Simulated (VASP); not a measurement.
# Mg2Sn (Fm-3m) in VASP: further runs, part 2 of 2

VASP 6.6.1. The steps go on from the part before.

### 3 Relaxation of cell and atoms, LDA

This run uses another cell than the first one, of 25.50 Å³/atom, 1.034 times its volume.

Input file INCAR:

```
SYSTEM = Mg2Sn
PREC     = Accurate       ! precision mode
ENCUT    = 600            ! plane-wave cutoff, eV
EDIFF    = 1E-7           ! SCF threshold, eV
ISMEAR   = 0              ! smearing method
SIGMA    = 0.1            ! smearing width, eV
LREAL    = .FALSE.        ! projectors in reciprocal space
LASPH    = .TRUE.         ! aspherical terms in the spheres
NELM     = 120            ! most SCF steps
ALGO     = Normal         ! electronic algorithm
ISIF     = 3              ! what is computed and relaxed
LWAVE    = .FALSE.        ! write WAVECAR
LCHARG   = .FALSE.        ! write CHGCAR
IBRION   = 2              ! ionic algorithm
NSW      = 100            ! ionic steps
EDIFFG   = -0.005         ! ionic threshold
GGA_COMPAT= .FALSE.      
NELMIN   = 4
```

Input file KPOINTS:

```
Automatic mesh
0
G
  12 12 12
  0 0 0
```

Input file POSCAR:

```
Mg2Sn
1.0
    0.0000000000      3.3695000000      3.3695000000
    3.3695000000      0.0000000000      3.3695000000
    3.3695000000      3.3695000000      0.0000000000
Mg Sn
2 1
Direct
    0.2500000000      0.2500000000      0.2500000000
    0.7500000000      0.7500000000      0.7500000000
    0.0000000000      0.0000000000      0.0000000000
```

Potentials or basis: VASP PAW LDA potentials, release 64 (Mg, Sn_d).

Started as:

```bash
$ cat potpaw_LDA.64/Mg/POTCAR potpaw_LDA.64/Sn_d/POTCAR > POTCAR
$ mpirun -np 1 vasp_std > vasp.out
```

OUTCAR:

```text
SYSTEM = Mg2Sn
   PREC = Accurate
   ENCUT = 600
   EDIFF = 1E-7
   ISMEAR = 0
   LREAL = .FALSE.
   LASPH = .TRUE.
   NELM = 120
   ISIF = 3
   IBRION = 2
   NSW = 100
   EDIFFG = -0.005
   NELMIN = 4

 ion  position               nearest neighbor table
   1  0.250  0.250  0.250-   3 2.92   3 2.92   3 2.92   3 2.92   2 3.37   2 3.37   2 3.37   2 3.37
                             2 3.37   2 3.37
   2  0.750  0.750  0.750-   3 2.92   3 2.92   3 2.92   3 2.92   1 3.37   1 3.37   1 3.37   1 3.37
                             1 3.37   1 3.37
   3  0.000  0.000  0.000-   2 2.92   2 2.92   2 2.92   1 2.92   2 2.92   1 2.92   1 2.92   1 2.92

  LATTYP: Found a face centered cubic cell.
 ALAT       =     6.7390000000

  Lattice vectors:

 A1 = (   0.0000000000,   3.3695000000,   3.3695000000)
 A2 = (   3.3695000000,   0.0000000000,   3.3695000000)
 A3 = (   3.3695000000,   3.3695000000,   0.0000000000)

Analysis of symmetry for initial positions (statically):
=====================================================================
 Subroutine PRICEL returns:
 Original cell was already a primitive cell.

 Routine SETGRP: Setting up the symmetry group for a
 face centered cubic supercell.

 Subroutine GETGRP returns: Found 48 space group operations
 (whereof 48 operations were pure point group operations)
 out of a pool of 48 trial point group operations.

The static configuration has the point symmetry O_h .

Analysis of symmetry for dynamics (positions and initial velocities):
=====================================================================
 Subroutine PRICEL returns:
 Original cell was already a primitive cell.

 Routine SETGRP: Setting up the symmetry group for a
 face centered cubic supercell.

 Subroutine GETGRP returns: Found 48 space group operations
 (whereof 48 operations were pure point group operations)
 out of a pool of 48 trial point group operations.

The dynamic configuration has the point symmetry O_h .

 Subroutine INISYM returns: Found 48 space group operations
 (whereof 48 operations are pure point group operations),
 and found     1 'primitive' translations

----------------------------------------------------------------------------------------

                                     Primitive cell

  volume of cell :      76.5114

  direct lattice vectors                    reciprocal lattice vectors
     0.000000000  3.369500000  3.369500000    -0.148389969  0.148389969  0.148389969
     3.369500000  0.000000000  3.369500000     0.148389969 -0.148389969  0.148389969
     3.369500000  3.369500000  0.000000000     0.148389969  0.148389969 -0.148389969

  length of vectors
     4.765192598  4.765192598  4.765192598     0.257018965  0.257018965  0.257018965

  position of ions in fractional coordinates (direct lattice)
     0.250000000  0.250000000  0.250000000
     0.750000000  0.750000000  0.750000000
     0.000000000  0.000000000  0.000000000

[... 123 lines left out ...]
  ext. energy  EPLUGINS =         0.00000000
  ---------------------------------------------------
  free energy    TOTEN  =        -8.92265446 eV

  energy without entropy =       -8.92108801  energy(sigma->0) =       -8.92187123

------------------------ aborting loop because EDIFF is reached ----------------------------------------

  FORCE on cell =-STRESS in cart. coord.  units (eV):
  Direction    XX          YY          ZZ          XY          YZ          ZX
  --------------------------------------------------------------------------------------
  -------------------------------------------------------------------------------------
  Total       -0.8262799     -0.8262799     -0.8262799      0.0000000      0.0000000      0.0000000
  in kB      -17.3026020    -17.3026020    -17.3026020      0.0000000      0.0000000      0.0000000
  external PRESSURE =     -17.3026020 kB  Pullay stress =       0.0000000 kB

 VOLUME and BASIS-vectors are now :
 -----------------------------------------------------------------------------
  energy-cutoff  :      600.00
  volume of cell :       76.51
      direct lattice vectors                 reciprocal lattice vectors
     0.000000000  3.369500000  3.369500000    -0.148389969  0.148389969  0.148389969
     3.369500000  0.000000000  3.369500000     0.148389969 -0.148389969  0.148389969
     3.369500000  3.369500000  0.000000000     0.148389969  0.148389969 -0.148389969

 POSITION                                       TOTAL-FORCE (eV/Angst)
 -----------------------------------------------------------------------------------
      1.68475      1.68475      1.68475         0.000000     -0.000000     -0.000000
      5.05425      5.05425      5.05425        -0.000000     -0.000000     -0.000000
      0.00000      0.00000      0.00000         0.000000      0.000000      0.000000
 -----------------------------------------------------------------------------------
    total drift:                               -0.000000      0.000000     -0.000000

  FREE ENERGIE OF THE ION-ELECTRON SYSTEM (eV)
  ---------------------------------------------------
  free  energy   TOTEN  =        -8.9226544552 eV

  energy  without entropy=       -8.9210880090  energy(sigma->0) =       -8.92187123

--------------------------------------- Ionic step        2  -------------------------------------------

 number of electron      17.9999999 magnetization

 Free energy of the ion-electron system (eV)
  ---------------------------------------------------
  ext. energy  EPLUGINS =         0.00000000
  ---------------------------------------------------
  free energy    TOTEN  =        -8.93918235 eV

  energy without entropy =       -8.93778481  energy(sigma->0) =       -8.93848358

 E-fermi :   4.4133     XC(G=0):  -9.1617

 val. band max:        4.3817450122   @ k =  -0.0833   0.0833   0.0000
 cond. band min:       4.4153074288   @ k =   0.4167   0.4167   0.0000
 fundamental gap:      0.0335624166
 Fermi energy:         4.4132696918

 k-point     1 :       0.0000    0.0000    0.0000
  band No.  band energies     occupation
      1     -16.4850      2.00000
      2     -16.4850      2.00000
      3     -16.4850      2.00000
      4     -16.4396      2.00000
      5     -16.4396      2.00000
      6      -4.9294      2.00000
      7       4.4342      0.76691
      8       4.4342      0.76691
      9       4.4342      0.76691
     10       6.0248      0.00000
     11       6.6744      0.00000
     12       6.6744      0.00000
     13       6.6744      0.00000
[... 354 lines left out ...]
  band No.  band energies     occupation
      1     -16.4835      2.00000
      2     -16.4813      2.00000
      3     -16.4800      2.00000
      4     -16.4393      2.00000
      5     -16.4385      2.00000
      6      -3.4629      2.00000
      7      -0.2858      2.00000
      8       2.0611      2.00000
      9       3.2604      2.00000
     10       5.6570      0.00000
     11       7.1749      0.00000
     12       7.5056      0.00000
     13       9.7803      0.00000

 [... further k-points ...]

------------------------ aborting loop because EDIFF is reached ----------------------------------------

  FORCE on cell =-STRESS in cart. coord.  units (eV):
  Direction    XX          YY          ZZ          XY          YZ          ZX
  --------------------------------------------------------------------------------------
  -------------------------------------------------------------------------------------
  Total        0.0136744      0.0136744      0.0136744     -0.0000000      0.0000000     -0.0000000
  in kB        0.2980722      0.2980722      0.2980722     -0.0000000      0.0000000     -0.0000000
  external PRESSURE =       0.2980722 kB  Pullay stress =       0.0000000 kB

 VOLUME and BASIS-vectors are now :
 -----------------------------------------------------------------------------
  energy-cutoff  :      600.00
  volume of cell :       73.50
      direct lattice vectors                 reciprocal lattice vectors
     0.000000000  3.324728400  3.324728400    -0.150388224  0.150388224  0.150388224
     3.324728400 -0.000000000  3.324728400     0.150388224 -0.150388224  0.150388224
     3.324728400  3.324728400  0.000000000     0.150388224  0.150388224 -0.150388224

 POSITION                                       TOTAL-FORCE (eV/Angst)
 -----------------------------------------------------------------------------------
      1.66236      1.66236      1.66236        -0.000000     -0.000000     -0.000000
      4.98709      4.98709      4.98709         0.000000      0.000000      0.000000
      3.32473     -0.00000      3.32473        -0.000000      0.000000      0.000000
 -----------------------------------------------------------------------------------
    total drift:                               -0.000000      0.000000      0.000000

  FREE ENERGIE OF THE ION-ELECTRON SYSTEM (eV)
  ---------------------------------------------------
  free  energy   TOTEN  =        -8.9391823491 eV

  energy  without entropy=       -8.9377848138  energy(sigma->0) =       -8.93848358

 reached required accuracy - stopping structural energy minimisation
```

Wall time 4.4 min (1 thread of Intel Xeon 8259CL, shared host); peak memory 0.28 GiB.

What came out:

- Free energy: -8.9392 eV
- Relaxed volume: 24.50 Å³/atom
- Relaxed cell: a = 4.702 Å, b = 4.702 Å, c = 4.702 Å, α = 60.00°, β = 60.00°, γ = 60.00°
- Space group after relaxing (to 0.05 Å): Fm-3m (No. 225)
- Energy gained by relaxing: 5.5 meV/atom
- Ionic steps: 2
- Pressure after relaxing: 0.0 GPa
- Band gap on the k mesh: zero (band 9 reaches 4.43 eV, above the bottom of band 10 at 4.33 eV)

The path:
```csv
step,energy change (eV),largest force (eV/Å),pressure (GPa),volume (Å³)
1,0.0000,0.0000,-1.73,76.51
2,-0.0165,0.0000,0.03,73.50
```

Final structure:
```
Mg Sn
1.0
     0.00000    3.32473    3.32473
     3.32473    0.00000    3.32473
     3.32473    3.32473    0.00000
Mg Sn
2 1
Direct
  0.25000 0.25000 0.25000
  0.75000 0.75000 0.75000
  0.00000 0.00000 0.00000
```

Caveat: spin-orbit coupling is left out, which moves the levels of the heavy elements.
